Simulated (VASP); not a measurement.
Input of a VASP 6.6.1 run:

Contents of INCAR:

```
PREC     = Accurate       # precision mode
ENCUT    = 500            # plane-wave cutoff, eV
EDIFF    = 1E-6           # SCF threshold, eV
ISMEAR   = 0              # smearing method
SIGMA    = 0.01           # smearing width, eV
LREAL    = False          # projectors in reciprocal space
LASPH    = True           # aspherical terms in the spheres
NELM     = 120            # most SCF steps
ALGO     = Normal         # electronic algorithm
ISIF     = 2              # what is computed and relaxed
LWAVE    = False          # write WAVECAR
LCHARG   = False          # write CHGCAR
GGA      = PS             # functional
NBANDS   = 11             # bands
GGA_COMPAT= False
```

Contents of KPOINTS:

```
regular mesh
0
Gamma
  4 4 4
```

File POSCAR:

```
Si
1.0
    0.0000000000      2.6896621261      2.7384069588
    2.6896621261      0.0000000000      2.7384069588
    2.6896621261      2.6896621261      0.0000000000
Si
2
Direct
    0.0000000000      0.0000000000      0.0000000000
    0.2500000000      0.2500000000      0.2500000000
```

Potentials or basis: VASP PAW PBE potentials, release 64 (Si).

Command:

```sh
$ cat potpaw_PBE.64/Si/POTCAR > POTCAR
$ mpirun -np 1 vasp_std > vasp.out
```

Estimate the pressure.

2.0 GPa.

Estimate the band gap on the k mesh.

0.45 eV, indirect (least direct gap 2.44 eV).

Stress tensor (GPa, compression positive):
```
2.54 0.00 0.00
0.00 2.54 0.00
0.00 0.00 0.80
```

Caveat: the k points lie up to 0.50 Å⁻¹ apart; the PAW data sets were made with another functional, which shifts forces and pressure a little. A hybrid or GW would open this gap; PBEsol tends to underestimate it.
